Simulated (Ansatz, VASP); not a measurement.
## HfN: VASP beside Ansatz

```
Hf N
1.0
     0.00000    2.25900    2.25900
     2.25900    0.00000    2.25900
     2.25900    2.25900    0.00000
Hf N
1 1
Direct
  0.50000 0.50000 0.50000
  0.00000 0.00000 0.00000
```

Alike in both runs: task single point; functional RPBE; k mesh 10 × 10 × 10; occupations gaussian, width 0.05 eV; no spin polarisation.

|  | VASP | Ansatz |
| --- | --- | --- |
| version | VASP 6.6.1 | Ansatz 0.2.0 |
| potentials or method | VASP PAW PBE potentials, release 64 (Hf_pv, N), cutoff 520 eV | scalar-relativistic, plane waves, PAW |
| valence electrons in the cell | 15 | 31 |

|  | VASP | Ansatz | Ansatz less VASP |
| --- | --- | --- | --- |
| gap on the k mesh at the Fermi level (eV) | none | none | - |
| pressure (GPa) | 7.6 | 10.1 | +2.49 |

VASP's potentials were made for PBE, not for RPBE. A gap of «none» marks a metal or a gap that the smearing closes. VASP's potentials hold 15 valence electrons a cell and Ansatz's 31, so a difference there can come from the potentials and not from the codes.

Spin-orbit coupling is off throughout.
